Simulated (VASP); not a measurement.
# Si2W (Fmm2) in VASP: single point with PBEsol

Aim: the single point of Si2W with PBEsol.

All numbers are computed with VASP 6.6.1; they aren't measurements. Logs are shortened: lines on timing, memory, paths and dates and some standing lists are left out, and cuts for length are marked.

## Step 1: The cell of the first run

The structure is orthorhombic, space group Fmm2 (No. 42). Conventional cell: a = 4.600 Å, b = 8.740 Å, c = 4.659 Å, α = 90.00°, β = 90.00°, γ = 90.00°. Within 3.3 Å of Si (site symmetry m) lie 8 Si at 2.46 to 3.27 Å and 5 W at 2.64 to 3.14 Å. W (site symmetry mm2) has 10 Si at 2.64 to 3.14 Å and 4 W at 3.27 Å within 3.5 Å.

## Step 2: Single point, PBEsol (strained and its atoms moved)

Contents of INCAR:

```
SYSTEM = Si2W
PREC = Accurate
ENCUT = 520
EDIFF = 1E-7
ISMEAR = 0
SIGMA = 0.1
LREAL = .False.
LASPH = .True.
NELM = 100
ALGO = Normal
ISIF = 2
LWAVE = .False.
LCHARG = .True.
GGA = PS
LELF = .True.
LVHAR = .True.
NBANDS = 18
```

Contents of KPOINTS:

```
Automatic mesh
0
Gamma
  16 16 16
  0 0 0
```

Contents of POSCAR:

```
Si2W
1.0
   -1.6262034800      1.6262034800      4.3697752000
    1.6262034800     -1.6262034800      4.3697752000
    1.6470814800      1.6470814800     -4.3697752000
Si W
2 1
Direct
    0.3201410611      0.3201410611      0.0405901079
    0.7204490468      0.7204490468      0.0405901079
   -0.0405901079     -0.0405901079     -0.0811802158
```

Potentials or basis: VASP PAW PBE potentials, release 64 (Si, W_sv).

Command:

```console
$ cat potpaw_PBE.64/Si/POTCAR potpaw_PBE.64/W_sv/POTCAR > POTCAR
$ mpirun -np 1 vasp_std > vasp.out
```

OUTCAR:

```text
SYSTEM = Si2W
   PREC = Accurate
   ENCUT = 520
   EDIFF = 1E-7
   ISMEAR = 0
   LREAL = .False.
   LASPH = .True.
   NELM = 100
   ISIF = 2
   GGA = PS

 ion  position               nearest neighbor table
   1  0.320  0.320  0.041-   2 2.46   2 2.46   2 2.49   2 2.49   3 2.64   3 2.69   3 2.90   3 2.90
                             3 3.14
   2  0.720  0.720  0.041-   1 2.46   1 2.46   1 2.49   1 2.49   3 2.64   3 2.69   3 2.90   3 2.90
                             3 3.14
   3  0.959  0.959  0.919-   1 2.64   2 2.64   2 2.69   1 2.69   2 2.90   1 2.90   1 2.90   2 2.90
                             1 3.14   2 3.14

  LATTYP: Found a face centered orthorhombic cell.
 ALAT       =     4.5995980332
 B/A-ratio  =     1.0128384918
 C/A-ratio  =     1.9000682966

  Lattice vectors:

 A1 = (   1.6470814800,   1.6470814800,  -4.3697752000)
 A2 = (  -1.6262034800,   1.6262034800,  -4.3697752000)
 A3 = (   0.0208780000,   3.2732849600,   0.0000000000)

Analysis of symmetry for initial positions (statically):
=====================================================================
 Subroutine PRICEL returns:
 Original cell was already a primitive cell.

 Routine SETGRP: Setting up the symmetry group for a
 face centered orthorhombic supercell.

 Subroutine GETGRP returns: Found  4 space group operations
 (whereof  4 operations were pure point group operations)
 out of a pool of  8 trial point group operations.

The static configuration has the point symmetry C_2v.

Analysis of symmetry for dynamics (positions and initial velocities):
=====================================================================
 Subroutine PRICEL returns:
 Original cell was already a primitive cell.

 Routine SETGRP: Setting up the symmetry group for a
 face centered orthorhombic supercell.

 Subroutine GETGRP returns: Found  4 space group operations
 (whereof  4 operations were pure point group operations)
 out of a pool of  8 trial point group operations.

The dynamic configuration has the point symmetry C_2v.

 Subroutine INISYM returns: Found  4 space group operations
 (whereof  4 operations are pure point group operations),
 and found     1 'primitive' translations

----------------------------------------------------------------------------------------

                                     Primitive cell

  volume of cell :      46.8176

  direct lattice vectors                    reciprocal lattice vectors
    -1.626203480  1.626203480  4.369775200    -0.001948673  0.305515926  0.114422362
     1.626203480 -1.626203480  4.369775200     0.305515926 -0.001948673  0.114422362
     1.647081480  1.647081480 -4.369775200     0.303567253  0.303567253  0.000000000

  length of vectors
     4.938016891  4.938016891  4.951837043     0.326245697  0.326245697  0.429308926

  position of ions in fractional coordinates (direct lattice)
     0.320141061  0.320141061  0.040590108
     0.720449047  0.720449047  0.040590108
     0.959409892  0.959409892  0.918819784

  ion indices of the primitive-cell ions
   primitive index   ion index
                 1           1
                 2           2
                 3           3

----------------------------------------------------------------------------------------

 KPOINTS: Automatic mesh

Automatic generation of k-mesh.
 Grid dimensions read from file:
 generate k-points for:   16   16   16

 Generating k-lattice:

  Cartesian coordinates                     Fractional coordinates (reciprocal lattice)
    -0.000121792  0.019094745  0.007151398     0.062500000  0.000000000 -0.000000000
     0.019094745 -0.000121792  0.007151398     0.000000000  0.062500000 -0.000000000
     0.018972953  0.018972953  0.000000000     0.000000000  0.000000000  0.062500000

  Length of vectors
     0.020390356  0.020390356  0.026831808

  Shift w.r.t. Gamma in fractional coordinates (k-lattice)
     0.000000000  0.000000000  0.000000000

 Subroutine IBZKPT returns following result:
 ===========================================

 Found    621 irreducible k-points:

 Following reciprocal coordinates:
            Coordinates               Weight
  0.000000  0.000000  0.000000      1.000000
  0.062500  0.000000  0.000000      8.000000
  0.125000  0.000000  0.000000      8.000000
  0.187500  0.000000  0.000000      8.000000
  0.250000  0.000000  0.000000      8.000000
  0.312500  0.000000  0.000000      8.000000
[... 16 lines left out ...]
 -0.125000  0.062500 -0.000000      8.000000
 -0.062500  0.062500  0.000000      2.000000
 [... further k-points ...]
   k-points           NKPTS =    621   k-points in BZ     NKDIM =    621   number of bands    NBANDS=     18
   number of dos      NEDOS =    301   number of ions     NIONS =      3
   total plane-waves  NPLWV =  64000
   dimension x,y,z NGX =    40 NGY =   40 NGZ =   40
   dimension x,y,z NGXF=    80 NGYF=   80 NGZF=   80
   ions per type =               2   1
   NGX,Y,Z   is equivalent  to a cutoff of  13.47, 13.47, 13.43 a.u.
   NGXF,Y,Z  is equivalent  to a cutoff of  26.93, 26.93, 26.86 a.u.
 SYSTEM =  Si2W
   PREC   = accura    normal or accurate (medium, high low for compatibility)
   ISTART =      0    job   : 0-new  1-cont  2-samecut
   ICHARG =      2    charge: 1-file 2-atom 10-const
   ISPIN  =      1    spin polarized calculation?
   LNONCOLLINEAR =      F non collinear calculations
   LSORBIT =      F    spin-orbit coupling
   LASPH  =      T    aspherical Exc in radial PAW
   ENCUT  =  520.0 eV  38.22 Ry    6.18 a.u.   9.18  9.18  9.21*2*pi/ulx,y,z
   NELM   =    100;   NELMIN=  2; NELMDL= -5     # of ELM steps
   EDIFF  = 0.1E-06   stopping-criterion for ELM
   LREAL  =      F    real-space projection
   EDIFFG = 0.1E-05   stopping-criterion for IOM
   NSW    =      0    number of steps for IOM
   IBRION =     -1    ionic relax: 0-MD 1-quasi-New 2-CG
   NFREE  =      0    steps in history (QN), initial steepest desc. (CG)
   ISIF   =      2    stress and relaxation
   ISYM   =      2    0-nonsym 1-usesym 2-fastsym
   POTIM  = 0.5000    time-step for ionic-motion
   TEBEG  =    0.0;   TEEND  =   0.0 temperature during run
   PSTRESS=    0.0 pullay stress
   NELECT =      22.0000    total number of electrons
   NUPDOWN=      -1.0000    fix difference up-down
   EMIN   =  10.00;   EMAX   =-10.00  energy-range for DOS
   EFERMI =   0.00;   METHOD = LEGACY
   ISMEAR =     0;   SIGMA  =   0.10  broadening in eV -4-tet -1-fermi 0-gaus
   EFERMI_NEDOS =   21; number of points for ismear=-14 and -15
   IALGO  =     38    algorithm
   IMIX   =      4    mixing-type and parameters
     AMIX     =   0.40;   BMIX     =  1.00
     AMIX_MAG =   1.60;   BMIX_MAG =  1.00
  volume/ion in A,a.u.               =      15.61       105.31
  Fermi-wavevector in a.u.,A,eV,Ry     =   1.272759  2.405165 22.040274  1.619914
  Thomas-Fermi vector in A             =   2.405619
   LORBIT       =      0    0 simple, 1 ext, 2 COOP (PROOUT), +10 PAW based schemes
   GGA     = PS    functional components
   LHFCALC =     F    Hartree Fock is set to
   AEXX    =    0.0000 exact exchange contribution
   IVDW    =     0    specifies the selected vdW correction
   LEPSILON=     F    determine dielectric tensor
   LRPA    =     F    only Hartree local field effects (RPA)
 non-spin polarized calculation
 Gauss-broadening in eV      SIGMA  =   0.10
  energy-cutoff  :      520.00
  volume of cell :       46.82
 maximum number of plane-waves:      1282
 NGX is ok and might be reduce to    40
   NGX = 19   NGY = 19   NGZ = 19

 number of electron      22.0000000 magnetization

 Free energy of the ion-electron system (eV)
  ---------------------------------------------------
  ext. energy  EPLUGINS =         0.00000000
  ---------------------------------------------------
  free energy    TOTEN  =       -24.68215282 eV

  energy without entropy =      -24.67466689  energy(sigma->0) =      -24.67840985

 E-fermi :   9.8470     XC(G=0): -11.9059

 val. band max:        9.8465815766   @ k =  -0.3125  -0.4375   0.3125
 cond. band min:       9.8472042666   @ k =   0.2500   0.2500   0.1250
 fundamental gap:      0.0006226900
 Fermi energy:         9.8470255313

 k-point     1 :       0.0000    0.0000    0.0000
  band No.  band energies     occupation
      1     -64.4136      2.00000
      2     -28.6845      2.00000
      3     -28.4641      2.00000
      4     -28.4585      2.00000
      5      -3.6712      2.00000
      6       4.6720      2.00000
[... 10 lines left out ...]
     17      15.0418      0.00000
     18      15.0811      0.00000

 k-point     2 :       0.0625    0.0000    0.0000
  band No.  band energies     occupation
      1     -64.4134      2.00000
      2     -28.6840      2.00000
      3     -28.4682      2.00000
      4     -28.4598      2.00000
      5      -3.6085      2.00000
      6       4.5821      2.00000
[... 10 lines left out ...]
     17      14.7325      0.00000
     18      15.3158      0.00000

 k-point     3 :       0.1250    0.0000    0.0000
  band No.  band energies     occupation
      1     -64.4129      2.00000
      2     -28.6825      2.00000
      3     -28.4840      2.00000
      4     -28.4592      2.00000
      5      -3.4219      2.00000
      6       4.3807      2.00000
[... 10 lines left out ...]
     17      15.0191      0.00000
     18      15.8996      0.00000

 k-point     4 :       0.1875    0.0000    0.0000
  band No.  band energies     occupation
      1     -64.4121      2.00000
      2     -28.6803      2.00000
      3     -28.5085      2.00000
      4     -28.4573      2.00000
      5      -3.1150      2.00000
      6       4.0458      2.00000
[... 10 lines left out ...]
     17      16.0538      0.00000
     18      16.5153      0.00000

 k-point     5 :       0.2500    0.0000    0.0000
  band No.  band energies     occupation
      1     -64.4111      2.00000
      2     -28.6777      2.00000
      3     -28.5374      2.00000
      4     -28.4549      2.00000
      5      -2.6940      2.00000
      6       3.4385      2.00000
[... 10 lines left out ...]
     17      16.0861      0.00000
     18      17.5309      0.00000

 k-point     6 :       0.3125    0.0000    0.0000
  band No.  band energies     occupation
      1     -64.4101      2.00000
      2     -28.6750      2.00000
      3     -28.5662      2.00000
      4     -28.4525      2.00000
      5      -2.1673      2.00000
      6       2.6178      2.00000
[... 10 lines left out ...]
     17      15.4972      0.00000
     18      17.9359      0.00000

 k-point     7 :       0.3750    0.0000    0.0000
  band No.  band energies     occupation
      1     -64.4093      2.00000
      2     -28.6728      2.00000
      3     -28.5905      2.00000
      4     -28.4505      2.00000
      5      -1.5469      2.00000
      6       1.7354      2.00000
[... 10 lines left out ...]
     17      15.1679      0.00000
     18      16.9405      0.00000

 k-point     8 :       0.4375   -0.0000    0.0000
  band No.  band energies     occupation
      1     -64.4087      2.00000
      2     -28.6713      2.00000
      3     -28.6067      2.00000
      4     -28.4491      2.00000
      5      -0.8551      2.00000
      6       0.8740      2.00000
[... 10 lines left out ...]
     17      14.9797      0.00000
     18      15.8658      0.00000
[... 229 lines left out ...]
     17      15.4194      0.00000
     18      17.3059      0.00000

 k-point    20 :      -0.3125    0.0625    0.0000
  band No.  band energies     occupation
      1     -64.4099      2.00000
      2     -28.6742      2.00000
      3     -28.5656      2.00000
      4     -28.4582      2.00000
      5      -2.1579      2.00000
      6       2.6674      2.00000
[... 10 lines left out ...]
     17      15.4555      0.00000
     18      17.3058      0.00000

 k-point    21 :      -0.2500    0.0625   -0.0000
  band No.  band energies     occupation
      1     -64.4109      2.00000
      2     -28.6768      2.00000
      3     -28.5369      2.00000
      4     -28.4606      2.00000
      5      -2.6779      2.00000
      6       3.5244      2.00000
[... 10 lines left out ...]
     17      15.8962      0.00000
     18      16.8824      0.00000

 k-point    22 :      -0.1875    0.0625   -0.0000
  band No.  band energies     occupation
      1     -64.4119      2.00000
      2     -28.6795      2.00000
      3     -28.5081      2.00000
      4     -28.4630      2.00000
      5      -3.0894      2.00000
      6       4.2491      2.00000
[... 10 lines left out ...]
     17      15.8536      0.00000
     18      16.2398      0.00000

 k-point    23 :      -0.1250    0.0625   -0.0000
  band No.  band energies     occupation
      1     -64.4127      2.00000
      2     -28.6818      2.00000
      3     -28.4837      2.00000
      4     -28.4648      2.00000
      5      -3.3848      2.00000
      6       4.6938      2.00000
[... 10 lines left out ...]
     17      14.9523      0.00000
     18      15.3554      0.00000

 k-point    24 :      -0.0625    0.0625    0.0000
  band No.  band energies     occupation
      1     -64.4132      2.00000
      2     -28.6834      2.00000
      3     -28.4696      2.00000
      4     -28.4637      2.00000
      5      -3.5588      2.00000
      6       4.7959      2.00000
[... 10 lines left out ...]
     17      14.5249      0.00000
     18      14.9725      0.00000

 [... further k-points ...]

------------------------ aborting loop because EDIFF is reached ----------------------------------------

  FORCE on cell =-STRESS in cart. coord.  units (eV):
  Direction    XX          YY          ZZ          XY          YZ          ZX
  --------------------------------------------------------------------------------------
  -------------------------------------------------------------------------------------
  Total       -3.2151836     -3.2151836    -10.9035303      0.0516693      0.0000000      0.0000000
  in kB     -110.0290342   -110.0290342   -373.1372953      1.7682126      0.0000000      0.0000000
  external PRESSURE =    -197.7317879 kB  Pullay stress =       0.0000000 kB

 VOLUME and BASIS-vectors are now :
 -----------------------------------------------------------------------------
  energy-cutoff  :      520.00
  volume of cell :       46.82
      direct lattice vectors                 reciprocal lattice vectors
    -1.626203480  1.626203480  4.369775200    -0.001948673  0.305515926  0.114422362
     1.626203480 -1.626203480  4.369775200     0.305515926 -0.001948673  0.114422362
     1.647081480  1.647081480 -4.369775200     0.303567253  0.303567253  0.000000000

 POSITION                                       TOTAL-FORCE (eV/Angst)
 -----------------------------------------------------------------------------------
      0.06686      0.06686      2.62052        -0.253728     -0.253728      2.476297
      0.06686      0.06686      6.11903        -0.253728     -0.253728     -2.476297
      1.51337      1.51337      4.36978         0.507457      0.507457      0.000000
 -----------------------------------------------------------------------------------
    total drift:                                0.000077      0.000077      0.000000

  FREE ENERGIE OF THE ION-ELECTRON SYSTEM (eV)
  ---------------------------------------------------
  free  energy   TOTEN  =       -24.6821528160 eV

  energy  without entropy=      -24.6746668870  energy(sigma->0) =      -24.67840985
```

Wall time 8.1 min (1 thread of AMD EPYC 9R45 (Zen 5), shared host); peak memory 0.59 GiB.

What came out:

- Free energy: -24.6822 eV
- Pressure: -19.8 GPa
- Largest force: 2.502 eV/Å
- Band gap on the k mesh: zero (bands 11 and 12 overlap by 2.06 eV)

Forces in eV/Å, atoms in the order of the input:
```
Si  -0.254 -0.254  2.476
Si  -0.254 -0.254 -2.476
W    0.507  0.507  0.000
```

Stress tensor (GPa, compression positive):
```
-11.00   0.18   0.00
  0.18 -11.00   0.00
  0.00   0.00 -37.31
```

Levels at points of the mesh, in eV from the Fermi level:
| k point | band 8 | band 9 | band 10 | band 11 | band 12 | band 13 | band 14 | band 15 |
| --- | --- | --- | --- | --- | --- | --- | --- | --- |
| (0.00, 0.00, 0.00) | -2.68 | -2.61 | -2.40 | 1.03 | 1.30 | 1.68 | 2.34 | 3.98 |
| (0.50, 0.00, 0.00) | -3.75 | -2.52 | -1.15 | -0.18 | 1.86 | 1.98 | 3.06 | 3.58 |
| (0.50, 0.50, 0.00) | -6.18 | -4.49 | -2.71 | -0.40 | 0.83 | 1.91 | 1.97 | 2.81 |
| (0.00, 0.00, 0.50) | -6.18 | -4.49 | -2.98 | -0.21 | 1.10 | 1.80 | 1.89 | 2.81 |
| (0.50, 0.50, 0.50) | -2.96 | -1.04 | -1.03 | -0.51 | -0.23 | 1.47 | 3.10 | 3.19 |

Caveat: the cell differs from its parent crystal (strained and its atoms moved); the stress differs along the axes, from -37 to -11 GPa; the PAW data sets were made with another functional, which shifts forces and pressure a little; spin-orbit coupling is left out, which moves the levels of the heavy elements.
